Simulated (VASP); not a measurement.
Write the native input for VASP 6.6.1 that does the following.

```yaml
Task: single point
Functional: PBE
Potentials_or_basis: VASP PAW PBE potentials, release 64 (Hg, F)
Cutoff: 520 eV
k_mesh: 8 × 8 × 8
Occupations: fermi-dirac, width 0.05 eV
Spin: no spin polarisation
Dipole_correction: no
Further_INCAR_settings: ALGO = Normal; EDIFF = 1e-07; NBANDS = 24
```

The structure of HgF3 lies in POSCAR:

```
HgF3
1.0
    0.0000000000      2.9193258644      2.9193258644
    2.9193258644      0.0000000000      2.9193258644
    2.9193258644      2.9193258644      0.0000000000
Hg F
1 3
Direct
    0.0000000000      0.0000000000      0.0000000000
    0.5000000000      0.5000000000      0.5000000000
    0.7500000000      0.7500000000      0.7500000000
    0.2500000000      0.2500000000      0.2500000000
```

These files were run (other wordings do the same):

INCAR

```
PREC = Accurate
ENCUT = 520
EDIFF = 1E-7
ISMEAR = -1
SIGMA = 0.05
LREAL = False
LASPH = True
NELM = 80
ALGO = Normal
ISIF = 2
LWAVE = False
LCHARG = False
GGA = PE
NBANDS = 24
```

KPOINTS

```
Automatic mesh
0
Gamma
  8 8 8
```

Potentials or basis: VASP PAW PBE potentials, release 64 (Hg, F).

The run is started by

```console
$ cat potpaw_PBE.64/Hg/POTCAR potpaw_PBE.64/F/POTCAR > POTCAR
$ mpirun -np 1 vasp_std > vasp.out
```

It gave:

```
Pressure : -3.2 GPa
```

Caveat: an odd number of electrons without spin polarisation forces a metal; a magnetic or distorted state may lie lower.

It took 25 s on 1 thread of AMD EPYC 9R45 96-Core Processor (Zen 5), on a shared host, peak memory 0.16 GiB.
